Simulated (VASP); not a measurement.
# MgTe (P6_3mc) in VASP: settings compared

Aim: see how the results for MgTe move with the level of theory and the settings. Levels: PBE, r2SCAN. Tasks: G0W0 quasiparticle levels, dielectric tensor.

Program: VASP 6.6.1. These are calculated values, not measurements. Logs are shortened: lines on timing, memory, paths and dates and some standing lists are left out, and cuts for length are marked.

**1. The cell of the first run**

Symmetry: P6_3mc, No. 186, hexagonal system. Conventional cell: a = 4.623 Å, b = 4.623 Å, c = 7.530 Å, α = 90.00°, β = 90.00°, γ = 120.00°. Within 3.7 Å of Mg (site symmetry 3m) lie 4 Te at 2.83 Å. Within 3.7 Å of Te (site symmetry 3m) lie 4 Mg at 2.83 Å.

**2. G0W0 quasiparticle levels, PBE**

POSCAR

```
MgTe
1.0
    4.6234120023      0.0000000000      0.0000000000
   -2.3117060012      4.0039922462      0.0000000000
    0.0000000000      0.0000000000      7.5296401521
Mg Te
2 2
Direct
    0.3333333333      0.6666666667     -0.0006080519
    0.6666666667      0.3333333333      0.4993919481
    0.3333333333      0.6666666667      0.3756080519
    0.6666666667      0.3333333333      0.8756080519
```

INCAR.step1

```
SYSTEM = MgTe
PREC     = Accurate       ! precision mode
ENCUT    = 500            ! plane-wave cutoff, eV
EDIFF    = 1E-8           ! SCF threshold, eV
ISMEAR   = 0              ! smearing method
SIGMA    = 0.01           ! smearing width, eV
LREAL    = .FALSE.        ! projectors in reciprocal space
LASPH    = .TRUE.         ! aspherical terms in the spheres
NELM     = 60             ! most SCF steps
ALGO     = Normal         ! electronic algorithm
LWAVE    = .TRUE.         ! write WAVECAR
LCHARG   = .FALSE.        ! write CHGCAR
GGA      = PE             ! functional
```

INCAR.step2

```
SYSTEM = MgTe
PREC     = Accurate       ! precision mode
ENCUT    = 500            ! plane-wave cutoff, eV
EDIFF    = 1E-8           ! SCF threshold, eV
ISMEAR   = 0              ! smearing method
SIGMA    = 0.01           ! smearing width, eV
LREAL    = .FALSE.        ! projectors in reciprocal space
LASPH    = .TRUE.         ! aspherical terms in the spheres
NELM     = 1              ! most SCF steps
ALGO     = Exact          ! electronic algorithm
LWAVE    = .TRUE.         ! write WAVECAR
LCHARG   = .FALSE.        ! write CHGCAR
GGA      = PE             ! functional
NBANDS   = 589            ! bands
LOPTICS  = .TRUE.         ! frequency-dependent dielectric function
ISTART   = 1
```

INCAR.step3

```
SYSTEM = MgTe
PREC     = Accurate       ! precision mode
ENCUT    = 500            ! plane-wave cutoff, eV
EDIFF    = 1E-8           ! SCF threshold, eV
ISMEAR   = 0              ! smearing method
SIGMA    = 0.01           ! smearing width, eV
LREAL    = .FALSE.        ! projectors in reciprocal space
LASPH    = .TRUE.         ! aspherical terms in the spheres
ALGO     = EVGW0          ! electronic algorithm
LWAVE    = .FALSE.        ! write WAVECAR
LCHARG   = .FALSE.        ! write CHGCAR
GGA      = PE             ! functional
NELMGW   = 1            
NBANDS   = 589            ! bands
ENCUTGW  = 150.0          ! cutoff of the response function
NOMEGA   = 48             ! frequency points
PRECFOCK = Fast         
ISTART   = 1            
NBANDSGW = 16
```

KPOINTS

```
regular mesh
0
G
  6 6 2
  0 0 0
```

Potentials or basis: VASP PAW PBE potentials, release 64 (Mg_GW, Te_GW).

The run is started by

```bash
$ cat potpaw_PBE.64/Mg_GW/POTCAR potpaw_PBE.64/Te_GW/POTCAR > POTCAR
$ cp INCAR.step1 INCAR
$ mpirun -np 1 vasp_std > vasp.out
$ cp INCAR.step2 INCAR
$ mpirun -np 1 vasp_std > vasp.out
$ cp INCAR.step3 INCAR
$ mpirun -np 1 vasp_std > vasp.out
```

OUTCAR:

```text
SYSTEM = MgTe
   PREC = Accurate
   ENCUT = 500
   EDIFF = 1E-8
   ISMEAR = 0
   LREAL = .FALSE.
   LASPH = .TRUE.
   GGA = PE
   NELMGW = 1
   ENCUTGW = 150.0
   PRECFOCK = Fast
   ISTART = 1

 ion  position               nearest neighbor table
   1  0.333  0.667  0.999-   4 2.83   4 2.83   4 2.83   3 2.83
   2  0.667  0.333  0.499-   3 2.83   3 2.83   3 2.83   4 2.83
   3  0.333  0.667  0.376-   2 2.83   2 2.83   2 2.83   1 2.83
   4  0.667  0.333  0.876-   1 2.83   1 2.83   1 2.83   2 2.83

  LATTYP: Found a hexagonal cell.
 ALAT       =     4.6234120023
 C/A-ratio  =     1.6285894807

  Lattice vectors:

 A1 = (   4.6234120023,   0.0000000000,   0.0000000000)
 A2 = (  -2.3117060012,   4.0039922462,   0.0000000000)
 A3 = (   0.0000000000,   0.0000000000,   7.5296401521)

Analysis of symmetry for initial positions (statically):
=====================================================================
 Subroutine PRICEL returns:
 Original cell was already a primitive cell.

 Routine SETGRP: Setting up the symmetry group for a
 hexagonal supercell.

 Subroutine GETGRP returns: Found 12 space group operations
 (whereof  6 operations were pure point group operations)
 out of a pool of 24 trial point group operations.

The static configuration has the point symmetry C_3v.
 The point group associated with its full space group is C_6v.

Analysis of symmetry for dynamics (positions and initial velocities):
=====================================================================
 Subroutine PRICEL returns:
 Original cell was already a primitive cell.

 Routine SETGRP: Setting up the symmetry group for a
 hexagonal supercell.

 Subroutine GETGRP returns: Found 12 space group operations
 (whereof  6 operations were pure point group operations)
 out of a pool of 24 trial point group operations.

The dynamic configuration has the point symmetry C_3v.
 The point group associated with its full space group is C_6v.

 Subroutine INISYM returns: Found 12 space group operations
 (whereof  6 operations are pure point group operations),
 and found     1 'primitive' translations

----------------------------------------------------------------------------------------

                                     Primitive cell

  volume of cell :     139.3895

  direct lattice vectors                    reciprocal lattice vectors
     4.623412002  0.000000000  0.000000000     0.216290480  0.124875367  0.000000000
    -2.311706001  4.003992246  0.000000000     0.000000000  0.249750733  0.000000000
     0.000000000  0.000000000  7.529640152     0.000000000  0.000000000  0.132808472

  length of vectors
     4.623412002  4.623412002  7.529640152     0.249750733  0.249750733  0.132808472

  position of ions in fractional coordinates (direct lattice)
     0.333333333  0.666666667  0.999391948
     0.666666667  0.333333333  0.499391948
     0.333333333  0.666666667  0.375608052
     0.666666667  0.333333333  0.875608052

  ion indices of the primitive-cell ions
   primitive index   ion index
                 1           1
                 2           2
                 3           3
                 4           4

----------------------------------------------------------------------------------------

 KPOINTS: regular mesh

Automatic generation of k-mesh.
 Grid dimensions read from file:
 generate k-points for:    6    6    2

 Generating k-lattice:

  Cartesian coordinates                     Fractional coordinates (reciprocal lattice)
     0.036048413  0.020812561  0.000000000     0.166666667  0.000000000  0.000000000
     0.000000000  0.041625122  0.000000000     0.000000000  0.166666667  0.000000000
     0.000000000  0.000000000  0.066404236     0.000000000  0.000000000  0.500000000

  Length of vectors
     0.041625122  0.041625122  0.066404236

  Shift w.r.t. Gamma in fractional coordinates (k-lattice)
     0.000000000  0.000000000  0.000000000

 Subroutine IBZKPT returns following result:
 ===========================================

 Found     14 irreducible k-points:

 Following reciprocal coordinates:
            Coordinates               Weight
  0.000000  0.000000  0.000000      1.000000
  0.166667  0.000000  0.000000      6.000000
  0.333333  0.000000  0.000000      6.000000
  0.500000  0.000000  0.000000      3.000000
  0.166667  0.166667  0.000000      6.000000
  0.333333  0.166667  0.000000     12.000000
  0.333333  0.333333  0.000000      2.000000
  0.000000  0.000000  0.500000      1.000000
  0.166667  0.000000  0.500000      6.000000
  0.333333  0.000000  0.500000      6.000000
  0.500000  0.000000  0.500000      3.000000
  0.166667  0.166667  0.500000      6.000000
  0.333333  0.166667  0.500000     12.000000
  0.333333  0.333333  0.500000      2.000000
   k-points           NKPTS =     14   k-points in BZ     NKDIM =     72   number of bands    NBANDS=    589
   number of dos      NEDOS =    301   number of ions     NIONS =      4
   total plane-waves  NPLWV =  72576
   dimension x,y,z NGX =    36 NGY =   36 NGZ =   56
   dimension x,y,z NGXF=    72 NGYF=   72 NGZF=  112
   ions per type =               2   2
   NGX,Y,Z   is equivalent  to a cutoff of  12.94, 12.94, 12.36 a.u.
   NGXF,Y,Z  is equivalent  to a cutoff of  25.89, 25.89, 24.73 a.u.
 SYSTEM =  MgTe
   PREC   = accura    normal or accurate (medium, high low for compatibility)
   ISTART =      1    job   : 0-new  1-cont  2-samecut
   ICHARG =      0    charge: 1-file 2-atom 10-const
   ISPIN  =      1    spin polarized calculation?
   LNONCOLLINEAR =      F non collinear calculations
   LSORBIT =      F    spin-orbit coupling
   LASPH  =      T    aspherical Exc in radial PAW
   ENCUT  =  500.0 eV  36.75 Ry    6.06 a.u.   8.43  8.43 13.73*2*pi/ulx,y,z
   NELM   =     60;   NELMIN=  2; NELMDL=  0     # of ELM steps
   EDIFF  = 0.1E-07   stopping-criterion for ELM
   LREAL  =      F    real-space projection
   EDIFFG = 0.1E-06   stopping-criterion for IOM
   NSW    =      0    number of steps for IOM
   IBRION =     -1    ionic relax: 0-MD 1-quasi-New 2-CG
   NFREE  =      0    steps in history (QN), initial steepest desc. (CG)
   ISIF   =      0    stress and relaxation
   ISYM   =      3    0-nonsym 1-usesym 2-fastsym
   POTIM  = 0.5000    time-step for ionic-motion
   TEBEG  =    0.0;   TEEND  =   0.0 temperature during run
   PSTRESS=    0.0 pullay stress
   NELECT =      16.0000    total number of electrons
   NUPDOWN=      -1.0000    fix difference up-down
   EMIN   =  10.00;   EMAX   =-10.00  energy-range for DOS
   EFERMI =   0.00;   METHOD = LEGACY
   ISMEAR =     0;   SIGMA  =   0.01  broadening in eV -4-tet -1-fermi 0-gaus
   EFERMI_NEDOS =   21; number of points for ismear=-14 and -15
   IALGO  =     38    algorithm
   IMIX   =      4    mixing-type and parameters
     AMIX     =   0.40;   BMIX     =  1.00
     AMIX_MAG =   1.60;   BMIX_MAG =  1.00
  volume/ion in A,a.u.               =      34.85       235.16
  Fermi-wavevector in a.u.,A,eV,Ry     =   0.795618  1.503501  8.612605  0.633009
  Thomas-Fermi vector in A             =   1.901982
   LORBIT       =      0    0 simple, 1 ext, 2 COOP (PROOUT), +10 PAW based schemes
   GGA     = PE    functional components
   LHFCALC =     T    Hartree Fock is set to
   PRECFOCK=fast      Normal, Fast or Accurate (Low or Medium for compatibility)
   ENCUT4O =  -1.0   cutoff for four orbital integrals eV
   NKREDX  =     1    reduce k-point grid by
   NKREDY  =     1    reduce k-point grid by
   NKREDZ  =     1    reduce k-point grid by
   AEXX    =    1.0000 exact exchange contribution
   HFSCREEN=    0.0000 screening length (either q_TF or 0.3 A-1)
   HFSCREENC=   0.0000 screening length for correlation (either q_TF or 0.3 A-1)
   ENCUTFOCK=  -1.0 apply spherical cutoff to Coloumb kernel
   IVDW    =     0    specifies the selected vdW correction
   LEPSILON=     F    determine dielectric tensor
   LRPA    =     F    only Hartree local field effects (RPA)
   LRPAFORCE           =     F    calculate RPA forces
   ENCUTGW             = 150.0    cutoff for response function in eV
   ENCUTGWSOFT         = 120.0    soft cutoff for Coulomb kernel in GW response function in eV
   ENCUTLF             =  -1.0    cutoff for local field effects
   NELMGW              =     1    number of iterations in solving QP/BSE equation
   NELMHF              =     1    number of iterations in the inner HF iteration
   NKREDLFX            =     1    NKREDLFY  =   1   NKREDLFZ  =   1
 non-spin polarized calculation
 Gauss-broadening in eV      SIGMA  =   0.01
  energy-cutoff  :      500.00
  volume of cell :      139.39
 maximum number of plane-waves:      3580
 NGX is ok and might be reduce to    36
  NGX = 20; NGY = 20; NGZ = 32
   NGX = 17   NGY = 17   NGZ = 27
 maximum number of plane-waves:       598

 QP shifts <psi_nk| G(iteration)W_0 |psi_nk>: iteration 1
 for sc-GW calculations column KS-energies equals QP-energies in previous step
 and V_xc(KS)=  KS-energies - (<T + V_ion + V_H > + <T+V_H+V_ion>^1  + <V_x>^1)

 k-point   1 :       0.0000    0.0000    0.0000
  band No.  KS-energies  QP-energies   sigma(KS)   V_xc(KS)     V^pw_x(r,r')   Z            occupation Imag(sigma)

      1      -8.4312      -9.1768     -11.8453     -10.7418     -17.0909       0.6757       2.0000       1.0233
      2      -7.8762      -8.5501     -12.1676     -11.1692     -17.1743       0.6749       2.0000       0.8981
      3      -1.4480      -2.4780     -10.1636      -8.6963     -12.3018       0.7019       2.0000       0.0734
      4       1.2065       0.2185     -11.4969     -10.1835     -12.5615       0.7522       2.0000       0.0109
      5       1.2065       0.2185     -11.4969     -10.1835     -12.5615       0.7522       2.0000       0.0109
      6       1.6667       0.7152     -11.7147     -10.4591     -12.6150       0.7578       2.0000       0.0069
[... 8 lines left out ...]
     15       7.8651       8.2084      -7.2514      -7.7084      -3.2437       0.7513       0.0000      -0.1077
     16       8.9086       9.2172      -7.0480      -7.4589      -3.0124       0.7512       0.0000      -0.1236

 k-point   2 :       0.1667    0.0000    0.0000
  band No.  KS-energies  QP-energies   sigma(KS)   V_xc(KS)     V^pw_x(r,r')   Z            occupation Imag(sigma)

      1      -8.3233      -9.0551     -11.8938     -10.8132     -17.0989       0.6772       2.0000       1.0010
      2      -7.8184      -8.4860     -12.2031     -11.2148     -17.1832       0.6755       2.0000       0.8837
      3      -1.2871      -2.3133     -10.2235      -8.7718     -12.2835       0.7069       2.0000       0.0667
      4       0.3948      -0.6003     -10.8406      -9.4982     -12.1386       0.7413       2.0000       0.0211
      5       0.7561      -0.1773     -10.9754      -9.7274     -12.0779       0.7479       2.0000       0.0161
      6       0.9884      -0.0121     -11.3361     -10.0023     -12.4700       0.7501       2.0000       0.0132
[... 8 lines left out ...]
     15       7.9423       8.1854      -6.9343      -7.2546      -3.0243       0.7590       0.0000      -0.1055
     16       8.4260       8.7255      -7.2574      -7.6599      -3.1164       0.7443       0.0000      -0.1226

 k-point   3 :       0.3333    0.0000    0.0000
  band No.  KS-energies  QP-energies   sigma(KS)   V_xc(KS)     V^pw_x(r,r')   Z            occupation Imag(sigma)

      1      -8.0668      -8.7632     -12.0361     -11.0031     -17.1313       0.6742       2.0000       0.9425
      2      -7.7173      -8.3742     -12.2708     -11.2994     -17.2015       0.6762       2.0000       0.8579
      3      -1.0511      -2.0489     -10.3531      -8.9524     -12.3013       0.7123       2.0000       0.0599
      4      -0.5262      -1.5546     -10.4526      -9.0380     -12.1368       0.7270       2.0000       0.0401
      5      -0.2994      -1.3163     -10.5987      -9.2026     -12.2016       0.7284       2.0000       0.0357
      6       0.6486      -0.3698     -11.1560      -9.7866     -12.4154       0.7437       2.0000       0.0174
[... 194 lines left out ...]
      1      -7.7955      -8.4607     -12.2164     -11.2315     -17.1857       0.6754       2.0000       0.8784
      2      -7.7955      -8.4607     -12.2164     -11.2315     -17.1857       0.6754       2.0000       0.8784
      3      -1.2105      -2.2235     -10.3095      -8.8821     -12.3289       0.7097       2.0000       0.0646
      4      -1.2105      -2.2235     -10.3095      -8.8821     -12.3289       0.7097       2.0000       0.0646
      5       0.3121      -0.7124     -10.8167      -9.4308     -12.1826       0.7392       2.0000       0.0220
      6       0.3121      -0.7124     -10.8167      -9.4308     -12.1826       0.7392       2.0000       0.0220
[... 8 lines left out ...]
     15       8.9845       9.2739      -7.5004      -7.8943      -3.1818       0.7348       0.0000      -0.1462
     16       8.9845       9.2739      -7.5004      -7.8943      -3.1818       0.7348       0.0000      -0.1462

 k-point  14 :       0.3333    0.3333    0.5000
  band No.  KS-energies  QP-energies   sigma(KS)   V_xc(KS)     V^pw_x(r,r')   Z            occupation Imag(sigma)

      1      -7.7425      -8.4029     -12.2574     -11.2809     -17.1996       0.6763       2.0000       0.8646
      2      -7.7425      -8.4029     -12.2574     -11.2809     -17.1996       0.6763       2.0000       0.8646
      3      -1.1769      -2.1824     -10.3386      -8.9247     -12.3482       0.7112       2.0000       0.0643
      4      -1.1769      -2.1824     -10.3386      -8.9247     -12.3482       0.7112       2.0000       0.0643
      5      -0.1576      -1.2140     -10.5282      -9.0907     -12.0805       0.7348       2.0000       0.0304
      6      -0.1576      -1.2140     -10.5282      -9.0907     -12.0805       0.7348       2.0000       0.0304
[... 8 lines left out ...]
     15       9.0213       9.2195      -7.0978      -7.3624      -3.0020       0.7488       0.0000      -0.1297
     16       9.0213       9.2195      -7.0978      -7.3624      -3.0020       0.7488       0.0000      -0.1297
```

Run time: 2.8 h. Hardware: 1 thread of Intel Xeon 8259CL, shared host; peak memory 4.1 GiB.

What came out:

* Quasiparticle gap: 3.65 eV
* Least direct quasiparticle gap: 3.65 eV
* Band gap of the starting levels on the mesh: 2.32 eV
* Least direct gap of the starting levels on the mesh: 2.32 eV

Caveat: the k points lie up to 0.42 Å⁻¹ apart; bands, screening cutoff and mesh are small and nothing is extrapolated, so the quasiparticle values aren't converged; the structure was generated, so it needn't be the stable form of MgTe; spin-orbit coupling is left out, which moves the levels of the heavy elements.

(Continued in part 2 of 2.)
